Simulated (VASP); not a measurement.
## Al: single point with LDA

Crystal: Al.

```
CELL_PARAMETERS angstrom
-1.50956 1.59228 1.59228
1.59228 -1.50956 1.59228
1.59228 1.59228 -1.50956
ATOMIC_POSITIONS crystal
Al 0.00000 0.00000 0.00000
```

This cell differs from its parent crystal: ratio of the length along [111] to the lengths across it x 1.08, volume and fractional coordinates fixed.

```
Program                : VASP 6.6.1
Task                   : single point
Functional             : LDA
Potentials or basis    : VASP PAW LDA potentials, release 64 (Al)
Cutoff                 : 520 eV
k mesh                 : 24 × 24 × 24
Occupations            : methfessel-paxton, width 0.2 eV
Spin                   : no spin polarisation
Dipole correction      : no
Further INCAR settings : ALGO = Fast; EDIFF = 1e-06; NBANDS = 8
```

- Pressure: 1.1 GPa

Stress tensor (GPa, compression positive):
```
 1.12 -1.93 -1.93
-1.93  1.12 -1.93
-1.93 -1.93  1.12
```

Levels at points of the mesh, in eV from the Fermi level:
```tsv
k point	band 1	band 2	band 3	band 4	band 5
(0.00, 0.00, 0.00)	-11.25	12.63	12.63	13.54	14.05
(0.50, 0.00, 0.00)	-4.58	-4.35	8.50	8.78	10.42
(0.50, 0.50, 0.00)	-4.11	-3.40	7.06	7.79	10.63
(0.50, 0.50, 0.50)	1.69	1.69	2.40	3.06	3.06
```

It took 62 s on 1 thread of Intel(R) Xeon(R) Platinum 8375C CPU @ 2.90GHz (Ice Lake) (shared host), peak memory 0.24 GiB.
